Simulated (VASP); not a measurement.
# Hg (I4/mmm) in VASP: further runs

The runs below take Hg through single point, with LDA, r2SCAN, BLYP.

Everything below comes from runs of VASP 6.6.1. Logs are shortened: lines on timing, memory, paths and dates and some standing lists are left out, and cuts for length are marked.

## (1) The cell of the first run

The structure is tetragonal, space group I4/mmm (No. 139). The conventional cell has a = 3.753 Å, b = 3.753 Å, c = 3.834 Å, α = 90.00°, β = 90.00°, γ = 90.00°. Within 4.3 Å of Hg (site symmetry 4/mmm) lie 14 Hg at 3.27 to 3.83 Å.

## (2) Single point, LDA

File INCAR:

```
ALGO = Normal ; EDIFF = 1E-6
ENCUT = 550 ; GGA = CA
GGA_COMPAT = F ; ISIF = 2
ISMEAR = 0 ; LASPH = T
LCHARG = F ; LREAL = F
LWAVE = F ; NBANDS = 16
NELM = 120 ; PREC = Accurate
SIGMA = 0.02
```

File KPOINTS:

```
k-points
0
Gamma
  10 10 10
```

File POSCAR:

```
Hg
1.0
   -1.8767364354      1.8767364354      1.9168448550
    1.8767364354     -1.8767364354      1.9168448550
    1.8767364354      1.8767364354     -1.9168448550
Hg
1
Direct
    0.5000000000      0.5000000000      0.0000000000
```

Potentials or basis: VASP PAW LDA potentials, release 64 (Hg_sv_GW).

Launch:

```bash
$ cat potpaw_LDA.64/Hg_sv_GW/POTCAR > POTCAR
$ mpirun -np 1 vasp_std > vasp.out
```

OUTCAR:

```text
EDIFF = 1E-6
   ENCUT = 550
   GGA = CA
   ISIF = 2
   ISMEAR = 0
   LASPH = T
   LREAL = F
   NELM = 120
   PREC = Accurate

 ion  position               nearest neighbor table
   1  0.500  0.500  0.000-

  LATTYP: Found a body centered tetragonal cell.
 ALAT       =     3.7534728708
 C/A-ratio  =     1.0213713651

  Lattice vectors:

 A1 = (  -1.8767364354,   1.8767364354,   1.9168448550)
 A2 = (   1.8767364354,  -1.8767364354,   1.9168448550)
 A3 = (   1.8767364354,   1.8767364354,  -1.9168448550)

Analysis of symmetry for initial positions (statically):
=====================================================================
 Subroutine PRICEL returns:
 Original cell was already a primitive cell.

 Routine SETGRP: Setting up the symmetry group for a
 body centered tetragonal supercell.

 Subroutine GETGRP returns: Found 16 space group operations
 (whereof 16 operations were pure point group operations)
 out of a pool of 16 trial point group operations.

The static configuration has the point symmetry D_4h.

Analysis of symmetry for dynamics (positions and initial velocities):
=====================================================================
 Subroutine PRICEL returns:
 Original cell was already a primitive cell.

 Routine SETGRP: Setting up the symmetry group for a
 body centered tetragonal supercell.

 Subroutine GETGRP returns: Found 16 space group operations
 (whereof 16 operations were pure point group operations)
 out of a pool of 16 trial point group operations.

The dynamic configuration has the point symmetry D_4h.

 Subroutine INISYM returns: Found 16 space group operations
 (whereof 16 operations are pure point group operations),
 and found     1 'primitive' translations

----------------------------------------------------------------------------------------

                                     Primitive cell

  volume of cell :      27.0056

  direct lattice vectors                    reciprocal lattice vectors
    -1.876736435  1.876736435  1.916844855     0.000000000  0.266419935  0.260845315
     1.876736435 -1.876736435  1.916844855     0.266419935  0.000000000  0.260845315
     1.876736435  1.876736435 -1.916844855     0.266419935  0.266419935  0.000000000

  length of vectors
     3.273923257  3.273923257  3.273923257     0.372853672  0.372853672  0.376774686

  position of ions in fractional coordinates (direct lattice)
     0.500000000  0.500000000  0.000000000

  ion indices of the primitive-cell ions
   primitive index   ion index
                 1           1

----------------------------------------------------------------------------------------

 KPOINTS: k-points

Automatic generation of k-mesh.
 Grid dimensions read from file:
 generate k-points for:   10   10   10

 Generating k-lattice:

  Cartesian coordinates                     Fractional coordinates (reciprocal lattice)
     0.000000000  0.026641994  0.026084531     0.100000000 -0.000000000  0.000000000
     0.026641994  0.000000000  0.026084531    -0.000000000  0.100000000  0.000000000
     0.026641994  0.026641994  0.000000000     0.000000000  0.000000000  0.100000000

  Length of vectors
     0.037285367  0.037285367  0.037677469

  Shift w.r.t. Gamma in fractional coordinates (k-lattice)
     0.000000000  0.000000000  0.000000000

 Subroutine IBZKPT returns following result:
 ===========================================

 Found    102 irreducible k-points:

 Following reciprocal coordinates:
            Coordinates               Weight
  0.000000  0.000000  0.000000      1.000000
  0.100000  0.000000  0.000000      8.000000
  0.200000  0.000000  0.000000      8.000000
  0.300000  0.000000 -0.000000      8.000000
  0.400000  0.000000  0.000000      8.000000
  0.500000  0.000000  0.000000      4.000000
[... 16 lines left out ...]
  0.300000  0.300000 -0.000000      8.000000
  0.400000  0.300000  0.000000     16.000000
 [... further k-points ...]
   k-points           NKPTS =    102   k-points in BZ     NKDIM =    102   number of bands    NBANDS=     16
   number of dos      NEDOS =    301   number of ions     NIONS =      1
   total plane-waves  NPLWV =  21952
   dimension x,y,z NGX =    28 NGY =   28 NGZ =   28
   dimension x,y,z NGXF=    56 NGYF=   56 NGZF=   56
   ions per type =               1
   NGX,Y,Z   is equivalent  to a cutoff of  14.22, 14.22, 14.22 a.u.
   NGXF,Y,Z  is equivalent  to a cutoff of  28.44, 28.44, 28.44 a.u.
 SYSTEM =  unknown system
   PREC   = accura    normal or accurate (medium, high low for compatibility)
   ISTART =      0    job   : 0-new  1-cont  2-samecut
   ICHARG =      2    charge: 1-file 2-atom 10-const
   ISPIN  =      1    spin polarized calculation?
   LNONCOLLINEAR =      F non collinear calculations
   LSORBIT =      F    spin-orbit coupling
   LASPH  =      T    aspherical Exc in radial PAW
   ENCUT  =  550.0 eV  40.42 Ry    6.36 a.u.   6.26  6.26  6.26*2*pi/ulx,y,z
   NELM   =    120;   NELMIN=  2; NELMDL= -5     # of ELM steps
   EDIFF  = 0.1E-05   stopping-criterion for ELM
   LREAL  =      F    real-space projection
[... 7 lines left out ...]
   TEBEG  =    0.0;   TEEND  =   0.0 temperature during run
   PSTRESS=    0.0 pullay stress
   NELECT =      20.0000    total number of electrons
   NUPDOWN=      -1.0000    fix difference up-down
   EMIN   =  10.00;   EMAX   =-10.00  energy-range for DOS
   EFERMI =   0.00;   METHOD = LEGACY
   ISMEAR =     0;   SIGMA  =   0.02  broadening in eV -4-tet -1-fermi 0-gaus
   EFERMI_NEDOS =   21; number of points for ismear=-14 and -15
   IALGO  =     38    algorithm
   IMIX   =      4    mixing-type and parameters
     AMIX     =   0.40;   BMIX     =  1.00
     AMIX_MAG =   1.60;   BMIX_MAG =  1.00
  volume/ion in A,a.u.               =      27.01       182.24
  Fermi-wavevector in a.u.,A,eV,Ry     =   1.481154  2.798976 29.848709  2.193818
  Thomas-Fermi vector in A             =   2.595100
   LORBIT       =      0    0 simple, 1 ext, 2 COOP (PROOUT), +10 PAW based schemes
   GGA     = CA    functional components
   LHFCALC =     F    Hartree Fock is set to
   AEXX    =    0.0000 exact exchange contribution
   IVDW    =     0    specifies the selected vdW correction
   LEPSILON=     F    determine dielectric tensor
   LRPA    =     F    only Hartree local field effects (RPA)
 non-spin polarized calculation
 Gauss-broadening in eV      SIGMA  =   0.02
  energy-cutoff  :      550.00
  volume of cell :       27.01
 maximum number of plane-waves:       808
 NGX is ok and might be reduce to    28
   NGX = 13   NGY = 13   NGZ = 13

 number of electron      20.0000002 magnetization

 Free energy of the ion-electron system (eV)
  ---------------------------------------------------
  ext. energy  EPLUGINS =         0.00000000
  ---------------------------------------------------
  free energy    TOTEN  =        -0.87272649 eV

  energy without entropy =       -0.87254362  energy(sigma->0) =       -0.87263505

 E-fermi :   4.1729     XC(G=0): -10.9454

 val. band max:        4.1667151271   @ k =  -0.4000   0.5000   0.3000
 cond. band min:       4.1979796110   @ k =   0.4000   0.1000   0.1000
 fundamental gap:      0.0312644839
 Fermi energy:         4.1728787425

 k-point     1 :       0.0000    0.0000    0.0000
  band No.  band energies     occupation
      1    -109.8128      2.00000
      2     -58.4119      2.00000
      3     -58.4119      2.00000
      4     -58.4119      2.00000
      5      -3.7981      2.00000
      6      -2.4186      2.00000
[... 8 lines left out ...]
     15      18.8799      0.00000
     16      18.8799      0.00000

 k-point     2 :       0.1000    0.0000    0.0000
  band No.  band energies     occupation
      1    -109.8128      2.00000
      2     -58.4140      2.00000
      3     -58.4126      2.00000
      4     -58.4119      2.00000
      5      -3.5631      2.00000
      6      -2.4321      2.00000
[... 8 lines left out ...]
     15      18.5583      0.00000
     16      18.6589      0.00000

 k-point     3 :       0.2000    0.0000    0.0000
  band No.  band energies     occupation
      1    -109.8126      2.00000
      2     -58.4192      2.00000
      3     -58.4147      2.00000
      4     -58.4118      2.00000
      5      -3.0363      2.00000
      6      -2.5161      2.00000
[... 8 lines left out ...]
     15      18.5977      0.00000
     16      19.5384      0.00000

 k-point     4 :       0.3000    0.0000   -0.0000
  band No.  band energies     occupation
      1    -109.8124      2.00000
      2     -58.4258      2.00000
      3     -58.4173      2.00000
      4     -58.4116      2.00000
      5      -2.8985      2.00000
      6      -2.6208      2.00000
[... 8 lines left out ...]
     15      18.6705      0.00000
     16      20.9240      0.00000

 k-point     5 :       0.4000    0.0000    0.0000
  band No.  band energies     occupation
      1    -109.8123      2.00000
      2     -58.4310      2.00000
      3     -58.4194      2.00000
      4     -58.4115      2.00000
      5      -2.9820      2.00000
      6      -2.7038      2.00000
[... 8 lines left out ...]
     15      18.7205      0.00000
     16      22.3787      0.00000

 k-point     6 :       0.5000    0.0000    0.0000
  band No.  band energies     occupation
      1    -109.8122      2.00000
      2     -58.4330      2.00000
      3     -58.4203      2.00000
      4     -58.4115      2.00000
      5      -3.0271      2.00000
      6      -2.7352      2.00000
[... 8 lines left out ...]
     15      18.7376      0.00000
     16      22.4982      0.00000

 k-point     7 :       0.1000    0.1000    0.0000
  band No.  band energies     occupation
      1    -109.8127      2.00000
      2     -58.4176      2.00000
      3     -58.4134      2.00000
      4     -58.4123      2.00000
      5      -3.1540      2.00000
      6      -2.4387      2.00000
[... 8 lines left out ...]
     15      19.0320      0.00000
     16      19.7647      0.00000

 k-point     8 :       0.2000    0.1000    0.0000
  band No.  band energies     occupation
      1    -109.8125      2.00000
      2     -58.4232      2.00000
      3     -58.4158      2.00000
      4     -58.4124      2.00000
      5      -2.7965      2.00000
      6      -2.5302      2.00000
[... 8 lines left out ...]
     15      19.8315      0.00000
     16      20.2689      0.00000

 k-point     9 :       0.3000    0.1000   -0.0000
  band No.  band energies     occupation
      1    -109.8123      2.00000
      2     -58.4286      2.00000
      3     -58.4186      2.00000
      4     -58.4124      2.00000
      5      -2.8494      2.00000
      6      -2.6300      2.00000
[... 8 lines left out ...]
     15      20.0479      0.00000
     16      21.2449      0.00000
[... 172 lines left out ...]
 k-point    19 :       0.5000    0.2000   -0.0000
  band No.  band energies     occupation
      1    -109.8122      2.00000
      2     -58.4298      2.00000
      3     -58.4209      2.00000
      4     -58.4139      2.00000
      5      -2.7964      2.00000
      6      -2.5059      2.00000
[... 8 lines left out ...]
     15      20.3481      0.00000
     16      22.7786      0.00000

 k-point    20 :      -0.4000    0.2000   -0.0000
  band No.  band energies     occupation
      1    -109.8123      2.00000
      2     -58.4273      2.00000
      3     -58.4181      2.00000
      4     -58.4136      2.00000
      5      -2.7533      2.00000
      6      -2.4583      2.00000
[... 8 lines left out ...]
     15      19.9453      0.00000
     16      22.2225      0.00000

 k-point    21 :      -0.3000    0.2000    0.0000
  band No.  band energies     occupation
      1    -109.8125      2.00000
      2     -58.4232      2.00000
      3     -58.4161      2.00000
      4     -58.4125      2.00000
      5      -2.7831      2.00000
      6      -2.5569      2.00000
[... 8 lines left out ...]
     15      19.7330      0.00000
     16      20.1599      0.00000

 k-point    22 :      -0.2000    0.2000    0.0000
  band No.  band energies     occupation
      1    -109.8126      2.00000
      2     -58.4190      2.00000
      3     -58.4149      2.00000
      4     -58.4118      2.00000
      5      -3.0134      2.00000
      6      -2.5492      2.00000
[... 8 lines left out ...]
     15      18.3124      0.00000
     16      19.9623      0.00000

 k-point    23 :       0.3000    0.3000   -0.0000
  band No.  band energies     occupation
      1    -109.8121      2.00000
      2     -58.4286      2.00000
      3     -58.4244      2.00000
      4     -58.4145      2.00000
      5      -2.7705      2.00000
      6      -2.3224      2.00000
[... 8 lines left out ...]
     15      20.6090      0.00000
     16      21.9607      0.00000

 k-point    24 :       0.4000    0.3000    0.0000
  band No.  band energies     occupation
      1    -109.8121      2.00000
      2     -58.4285      2.00000
      3     -58.4246      2.00000
      4     -58.4146      2.00000
      5      -2.7819      2.00000
      6      -2.3314      2.00000
[... 8 lines left out ...]
     15      20.6207      0.00000
     16      22.4388      0.00000

 [... further k-points ...]

------------------------ aborting loop because EDIFF is reached ----------------------------------------

  FORCE on cell =-STRESS in cart. coord.  units (eV):
  Direction    XX          YY          ZZ          XY          YZ          ZX
  --------------------------------------------------------------------------------------
  -------------------------------------------------------------------------------------
  Total       -0.7516245     -0.7516245     -0.7379039      0.0000000      0.0000000     -0.0000000
  in kB      -44.5921080    -44.5921080    -43.7780934      0.0000000      0.0000000     -0.0000000
  external PRESSURE =     -44.3207698 kB  Pullay stress =       0.0000000 kB

 VOLUME and BASIS-vectors are now :
 -----------------------------------------------------------------------------
  energy-cutoff  :      550.00
  volume of cell :       27.01
      direct lattice vectors                 reciprocal lattice vectors
    -1.876736435  1.876736435  1.916844855     0.000000000  0.266419935  0.260845315
     1.876736435 -1.876736435  1.916844855     0.266419935  0.000000000  0.260845315
     1.876736435  1.876736435 -1.916844855     0.266419935  0.266419935  0.000000000

 POSITION                                       TOTAL-FORCE (eV/Angst)
 -----------------------------------------------------------------------------------
      0.00000      0.00000      1.91684        -0.000000      0.000000     -0.000000
 -----------------------------------------------------------------------------------
    total drift:                                0.000000     -0.000000      0.000000

  FREE ENERGIE OF THE ION-ELECTRON SYSTEM (eV)
  ---------------------------------------------------
  free  energy   TOTEN  =        -0.8727264884 eV

  energy  without entropy=       -0.8725436210  energy(sigma->0) =       -0.87263505
```

Run time: 50 s. Hardware: 1 thread of Intel Xeon Platinum 8375C at 2.90GHz (Ice Lake), shared host; peak memory 0.19 GiB.

What came out:

| Quantity | Value |
| --- | --- |
| Free energy | -0.8727 eV |
| Pressure | -4.4 GPa |
| Band gap on the k mesh | zero (bands 10 and 11 overlap by 3.19 eV) |

Stress tensor (GPa, compression positive):
```
-4.46  0.00  0.00
 0.00 -4.46  0.00
 0.00  0.00 -4.38
```

Caveat: the cell stands under tension; spin-orbit coupling is left out, which moves the levels of the heavy elements.

## (3) Single point, r2SCAN

POSCAR is that of step 2.

File INCAR.step1:

```
SYSTEM = Hg
  ALGO = Normal
  EDIFF = 1E-4
  ENCUT = 520
  GGA = PE
  ISMEAR = -1
  LASPH = .True.
  LCHARG = .False.
  LREAL = .False.
  LWAVE = .True.
  NBANDS = 12
  NELM = 100
  PREC = Accurate
  SIGMA = 0.05
```

File INCAR.step2:

```
SYSTEM = Hg
  ALGO = Normal
  EDIFF = 1E-7
  ENCUT = 520
  ISIF = 2
  ISMEAR = -1
  ISTART = 1
  LASPH = .True.
  LCHARG = .False.
  LMIXTAU = .True.
  LREAL = .False.
  LWAVE = .False.
  METAGGA = R2SCAN
  NBANDS = 12
  NELM = 100
  PREC = Accurate
  SIGMA = 0.05
```

File KPOINTS:

```
k-points
0
Gamma
  10 10 10
  0 0 0
```

Potentials or basis: VASP PAW PBE potentials, release 64 (Hg).

Launch:

```bash
$ cat potpaw_PBE.64/Hg/POTCAR > POTCAR
$ cp INCAR.step1 INCAR
$ mpirun -np 1 vasp_std > vasp.out
$ cp INCAR.step2 INCAR
$ mpirun -np 1 vasp_std > vasp.out
```

It took 54 s on 1 thread of Intel Xeon Platinum 8488C (Sapphire Rapids), shared host; peak memory 0.16 GiB.

It converged, with:

```
Free energy            : -49.3634 eV
Pressure               : 0.4 GPa
Band gap on the k mesh : zero (bands 6 and 7 overlap by 2.98 eV)
```

Levels at points of the mesh, in eV from the Fermi level:
```csv
k point,band 2,band 3,band 4,band 5,band 6,band 7,band 8,band 9,band 10,band 11
"(0.00, 0.00, 0.00)",-7.06,-7.06,-7.02,-6.37,-6.33,14.83,14.99,14.99,15.33,15.68
"(0.50, 0.00, 0.00)",-7.38,-6.43,-6.32,-5.84,-1.65,-0.69,9.22,10.31,14.22,15.17
"(0.50, 0.50, 0.00)",-7.43,-6.37,-6.31,-5.83,-1.52,-0.61,8.88,9.94,13.79,14.87
"(0.50, 0.50, 0.50)",-7.56,-5.97,-5.95,-5.95,2.29,3.75,4.20,4.20,9.86,10.14
```

Caveat: the PAW data sets were made with another functional, which shifts forces and pressure a little; spin-orbit coupling is left out, which moves the levels of the heavy elements.

[end of part 1 of 2]

The gap in the log of VASP goes by the Fermi energy; the results here count the filled bands.